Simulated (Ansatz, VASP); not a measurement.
# One calculation of I, two programs

```
I
1.0
     4.86563    0.12624   -0.05988
    -3.06032    6.74535    0.58048
    -1.01159   -0.37695    6.92554
I
4
Direct
  0.33985 0.62423 0.36949
  0.11117 0.39355 0.78399
  0.75244 0.03777 0.60412
  0.52525 0.80759 0.01732
```

Alike in both runs: functional PBE; k mesh 4 × 4 × 4; occupations gaussian, width 0.1 eV; no spin polarisation.

Ansatz relaxed the structure, and its values are those at the end. VASP's run is a single point on that final structure, the one shown.

```csv
,VASP,Ansatz
version,VASP 6.6.1,Ansatz 0.2.0
potentials or method,"VASP PAW PBE potentials, release 64 (I), cutoff 520 eV","scalar-relativistic, plane waves, PAW"
valence electrons in the cell,28,68
```

Ansatz gave:

* gap on the k mesh at the Fermi level (eV): 1.50
* least direct gap on the mesh (eV): 1.64
* pressure (GPa): 0.1
* rms of the force components (eV/Å): 0.014

**Question.** Which values does VASP return?

**Answer.** gap on the k mesh at the Fermi level (eV): 1.51; least direct gap on the mesh (eV): 1.65; pressure (GPa): 0.1; rms of the force components (eV/Å): 0.008.

VASP's potentials hold 28 valence electrons a cell and Ansatz's 68, so a difference there can come from the potentials and not from the codes.

Neither program's run includes spin-orbit coupling.
